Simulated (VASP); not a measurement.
# ZnSe in VASP: single point with PBEsol

Aim: the single point of ZnSe with PBEsol.

Everything below comes from runs of VASP 6.6.1. Logs are shortened: lines on timing, memory, paths and dates and some standing lists are left out, and cuts for length are marked.

## Step 1: The cell of the first run

The cell holds a slab with vacuum, 14 atoms: a = 3.983 Å, b = 5.633 Å, c = 26.950 Å, α = 90.00°, β = 90.00°, γ = 90.00°.

## Step 2: Single point, PBEsol

INCAR

```
SYSTEM = ZnSe
PREC = Accurate
ENCUT = 520
EDIFF = 1E-6
ISMEAR = 0
SIGMA = 0.05
LREAL = .FALSE.
LASPH = .TRUE.
NELM = 100
ALGO = Normal
ISIF = 2
LWAVE = .FALSE.
LCHARG = .TRUE.
LDIPOL = .TRUE.
IDIPOL = 3
DIPOL = 0.5 0.5 0.500
GGA = PS
LELF = .TRUE.
LVHAR = .TRUE.
LVACPOTAV = .TRUE.
NBANDS = 76
```

KPOINTS

```
regular mesh
0
G
  7 5 1
  0 0 0
```

POSCAR

```
ZnSe
1.0
    3.9832742679      0.0000000000      0.0000000000
    0.0000000000      5.6332004923      0.0000000000
    0.0000000000      0.0000000000     26.9498228036
Zn Se
7 7
Direct
    0.5000000000      0.5000000000      0.2782949652
    0.0000000000      0.0000000000      0.3521966435
    0.5000000000      0.5000000000      0.4260983217
    0.0000000000      0.0000000000      0.5000000000
    0.5000000000      0.5000000000      0.5739016783
    0.0000000000      0.0000000000      0.6478033565
    0.5000000000      0.5000000000      0.7217050348
    0.0000000000      0.7500000000      0.2782949652
    0.5000000000      0.2500000000      0.3521966435
    0.0000000000      0.7500000000      0.4260983217
    0.5000000000      0.2500000000      0.5000000000
    0.0000000000      0.7500000000      0.5739016783
    0.5000000000      0.2500000000      0.6478033565
    0.0000000000      0.7500000000      0.7217050348
```

Potentials or basis: VASP PAW PBE potentials, release 64 (Zn, Se).

On the command line:

```
> cat potpaw_PBE.64/Zn/POTCAR potpaw_PBE.64/Se/POTCAR > POTCAR
> mpirun -np 1 vasp_std > vasp.out
```

OUTCAR:

```text
SYSTEM = ZnSe
   PREC = Accurate
   ENCUT = 520
   EDIFF = 1E-6
   ISMEAR = 0
   LREAL = .FALSE.
   LASPH = .TRUE.
   NELM = 100
   ISIF = 2
   GGA = PS

 ion  position               nearest neighbor table
   1  0.500  0.500  0.278-   8 2.44   8 2.44   9 2.44
   2  0.000  0.000  0.352-  10 2.44   9 2.44   9 2.44   8 2.44
   3  0.500  0.500  0.426-   9 2.44  10 2.44  10 2.44  11 2.44
   4  0.000  0.000  0.500-  11 2.44  11 2.44  12 2.44  10 2.44
   5  0.500  0.500  0.574-  13 2.44  12 2.44  12 2.44  11 2.44
   6  0.000  0.000  0.648-  12 2.44  13 2.44  13 2.44  14 2.44
   7  0.500  0.500  0.722-  14 2.44  14 2.44  13 2.44
   8  0.000  0.750  0.278-   1 2.44   1 2.44   2 2.44
   9  0.500  0.250  0.352-   3 2.44   2 2.44   2 2.44   1 2.44
  10  0.000  0.750  0.426-   2 2.44   3 2.44   3 2.44   4 2.44
  11  0.500  0.250  0.500-   4 2.44   4 2.44   5 2.44   3 2.44
  12  0.000  0.750  0.574-   6 2.44   5 2.44   5 2.44   4 2.44
  13  0.500  0.250  0.648-   5 2.44   6 2.44   6 2.44   7 2.44
  14  0.000  0.750  0.722-   7 2.44   7 2.44   6 2.44

  LATTYP: Found a simple orthorhombic cell.
 ALAT       =     3.9832742679
 B/A-ratio  =     1.4142135624
 C/A-ratio  =     6.7657462156

  Lattice vectors:

 A1 = (   3.9832742679,   0.0000000000,   0.0000000000)
 A2 = (   0.0000000000,   5.6332004923,   0.0000000000)
 A3 = (   0.0000000000,   0.0000000000,  26.9498228036)

Analysis of symmetry for initial positions (statically):
=====================================================================
 Subroutine PRICEL returns:
 Original cell was already a primitive cell.

 Routine SETGRP: Setting up the symmetry group for a
 simple orthorhombic supercell.

 Subroutine GETGRP returns: Found  4 space group operations
 (whereof  4 operations were pure point group operations)
 out of a pool of  8 trial point group operations.

The static configuration has the point symmetry C_2v.

Analysis of symmetry for dynamics (positions and initial velocities):
=====================================================================
 Subroutine PRICEL returns:
 Original cell was already a primitive cell.

 Routine SETGRP: Setting up the symmetry group for a
 simple orthorhombic supercell.

 Subroutine GETGRP returns: Found  4 space group operations
 (whereof  4 operations were pure point group operations)
 out of a pool of  8 trial point group operations.

[... 128 lines left out ...]
   IALGO  =     38    algorithm
   IMIX   =      4    mixing-type and parameters
     AMIX     =   0.40;   BMIX     =  1.00
     AMIX_MAG =   1.60;   BMIX_MAG =  1.00
  volume/ion in A,a.u.               =      43.19       291.49
  Fermi-wavevector in a.u.,A,eV,Ry     =   0.970543  1.834059 12.816046  0.941953
  Thomas-Fermi vector in A             =   2.100686
   LORBIT       =      0    0 simple, 1 ext, 2 COOP (PROOUT), +10 PAW based schemes
   GGA     = PS    functional components
   LHFCALC =     F    Hartree Fock is set to
   AEXX    =    0.0000 exact exchange contribution
   IVDW    =     0    specifies the selected vdW correction
   LEPSILON=     F    determine dielectric tensor
   LRPA    =     F    only Hartree local field effects (RPA)
 non-spin polarized calculation
 Gauss-broadening in eV      SIGMA  =   0.05
  energy-cutoff  :      520.00
  volume of cell :      604.72
 maximum number of plane-waves:     16339
 NGX is ok and might be reduce to    30
   NGX = 15   NGY = 21   NGZ =101

 number of electron     126.0000148 magnetization

 dipolmoment           0.000000      0.000000      0.000000 electrons x Angstroem

 Free energy of the ion-electron system (eV)
  ---------------------------------------------------
  ext. energy  EPLUGINS =         0.00000000
  ---------------------------------------------------
  free energy    TOTEN  =       -45.22689754 eV

  energy without entropy =      -45.22689754  energy(sigma->0) =      -45.22689754

 E-fermi :  -1.4478     XC(G=0):  -5.4772

 val. band max:       -1.6672817303   @ k =   0.0000   0.0000   0.0000
 cond. band min:      -0.6009621336   @ k =   0.0000   0.0000   0.0000
 fundamental gap:      1.0663195968
 Fermi energy:        -1.4477909230

 k-point     1 :       0.0000    0.0000    0.0000
  band No.  band energies     occupation
      1     -14.9874      2.00000
      2     -14.7477      2.00000
      3     -14.4402      2.00000
      4     -14.0975      2.00000
      5     -13.9782      2.00000
      6     -13.5873      2.00000
[... 925 lines left out ...]
     74       3.9879      0.00000
     75       4.2499      0.00000
 [bands above 75 left out]

------------------------ aborting loop because EDIFF is reached ----------------------------------------

  FORCE on cell =-STRESS in cart. coord.  units (eV):
  Direction    XX          YY          ZZ          XY          YZ          ZX
  --------------------------------------------------------------------------------------
  -------------------------------------------------------------------------------------
  Total       -2.1531140     -2.1414880      0.0417616      0.0000000      0.0000000      0.0000000
  in kB       -5.7046141     -5.6738113      0.1106461      0.0000000      0.0000000      0.0000000
  external PRESSURE =      -3.7559264 kB  Pullay stress =       0.0000000 kB

 VOLUME and BASIS-vectors are now :
 -----------------------------------------------------------------------------
  energy-cutoff  :      520.00
  volume of cell :      604.72
      direct lattice vectors                 reciprocal lattice vectors
     3.983274268  0.000000000  0.000000000     0.251049748  0.000000000  0.000000000
     0.000000000  5.633200492  0.000000000     0.000000000  0.177518979  0.000000000
     0.000000000  0.000000000 26.949822804     0.000000000  0.000000000  0.037105995

 POSITION                                       TOTAL-FORCE (eV/Angst)
 -----------------------------------------------------------------------------------
      1.99164      2.81660      7.50000        -0.000000      1.048228      1.059634
      0.00000      0.00000      9.49164         0.000000     -0.234850      0.017156
      1.99164      2.81660     11.48327        -0.000000      0.165863      0.052185
      0.00000      0.00000     13.47491         0.000000     -0.092166      0.000000
      1.99164      2.81660     15.46655        -0.000000      0.165863     -0.052185
      0.00000      0.00000     17.45819         0.000000     -0.234850     -0.017156
      1.99164      2.81660     19.44982         0.000000      1.048228     -1.059634
      0.00000      4.22490      7.50000        -0.000000     -0.506314     -0.903422
      1.99164      1.40830      9.49164         0.000000     -0.389968     -0.332121
      0.00000      4.22490     11.48327         0.000000     -0.019892      0.094567
      1.99164      1.40830     13.47491         0.000000     -0.033970      0.000000
      0.00000      4.22490     15.46655         0.000000     -0.019892     -0.094567
      1.99164      1.40830     17.45819         0.000000     -0.389968      0.332121
      0.00000      4.22490     19.44982         0.000000     -0.506314      0.903422
 -----------------------------------------------------------------------------------
    total drift:                                0.000000      0.000874      0.000000

  FREE ENERGIE OF THE ION-ELECTRON SYSTEM (eV)
  ---------------------------------------------------
  free  energy   TOTEN  =       -45.2268975422 eV

  energy  without entropy=      -45.2268975422  energy(sigma->0) =      -45.22689754

 vacuum level on the upper side and lower side of the slab         3.529         3.529
```

OSZICAR:

```text
N       E                     dE             d eps       ncg     rms          rms(c)
DAV:   1     0.947418505536E+03    0.94742E+03   -0.53306E+04  1856   0.157E+03
DAV:   2     0.866784602262E+02   -0.86074E+03   -0.82883E+03  2008   0.362E+02
DAV:   3    -0.406868403402E+02   -0.12737E+03   -0.12599E+03  2092   0.145E+02
[... 18 lines left out ...]
DAV:  22    -0.452268856504E+02   -0.47591E-05   -0.84721E-08  1316   0.216E-03    0.522E-04
DAV:  23    -0.452268942146E+02   -0.85642E-05   -0.21326E-07  1292   0.228E-03    0.564E-04
DAV:  24    -0.452268957261E+02   -0.15115E-05   -0.25196E-08  1332   0.162E-03    0.248E-04
DAV:  25    -0.452268968549E+02   -0.11288E-05   -0.16541E-08  1260   0.767E-04    0.146E-04
DAV:  26    -0.452268975422E+02   -0.68729E-06   -0.13578E-08  1288   0.101E-03
   1 F= -.45226898E+02 E0= -.45226898E+02  d E =-.344557E-11
```

stdout:

```text
POSCAR found type information on POSCAR ZnSe
 POSCAR found :  2 types and      14 ions
 scaLAPACK will be used
 -----------------------------------------------------------------------------
[... 23 lines left out ...]
|     Did not find any points to average over, which means that no vacuum     |
|     field-free region was found. Please increase the size of  your cell     |
|     in the dimension of the dipole correction to obtain accurate            |
|     workfunction values.                                                    |
|                                                                             |
 -----------------------------------------------------------------------------
```

Run time: 21 min. Hardware: 1 thread of Intel Xeon Platinum 8259CL at 2.50GHz (Skylake/Cascade Lake), shared host; peak memory 0.76 GiB.

Results:

```yaml
Free_energy: -45.2269 eV
Largest_force: 1.491 eV/Å
Band_gap_on_the_k_mesh: 1.07 eV
```

Forces in eV/Å, atoms in the order of the input:
```
Zn   0.000  1.048  1.060
Zn   0.000 -0.235  0.017
Zn   0.000  0.166  0.052
Zn   0.000 -0.092  0.000
Zn   0.000  0.166 -0.052
Zn   0.000 -0.235 -0.017
Zn   0.000  1.048 -1.060
Se   0.000 -0.506 -0.903
Se   0.000 -0.390 -0.332
Se   0.000 -0.020  0.095
Se   0.000 -0.034  0.000
Se   0.000 -0.020 -0.095
Se   0.000 -0.390  0.332
Se   0.000 -0.506  0.903
```

Caveat: the PAW data sets were made with another functional, which shifts forces and pressure a little.
